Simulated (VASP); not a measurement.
Input of a VASP 6.6.1 run:

INCAR

```
  ALGO = Normal
  EDIFF = 1E-6
  ENCUT = 520
  GGA = RE
  ISIF = 2
  ISMEAR = -1
  LASPH = True
  LCHARG = False
  LREAL = False
  LWAVE = False
  NBANDS = 9
  NELM = 60
  PREC = Accurate
  SIGMA = 0.1
```

Contents of KPOINTS:

```
k-points
0
Gamma
  11 11 11
```

File POSCAR:

```
Te
1.0
    3.0876957073      0.0000000000      0.0000000000
    0.0000000000      3.0876957073      0.0000000000
    0.0000000000      0.0000000000      3.0876957073
Te
1
Direct
    0.0000000000      0.0000000000      0.0000000000
```

Potentials or basis: VASP PAW PBE potentials, release 64 (Te).

The run is started by

```bash
$ cat potpaw_PBE.64/Te/POTCAR > POTCAR
$ mpirun -np 1 vasp_std > vasp.out
```

Question: What does it give for the pressure?

Answer: 8.0 GPa.

Question: Estimate the band gap on the k mesh.

Answer: Zero (band 3 reaches 10.87 eV, above the bottom of band 4 at 4.74 eV).

Caveat: the PAW data sets were made with another functional, which shifts forces and pressure a little; spin-orbit coupling is left out, which moves the levels of the heavy elements.
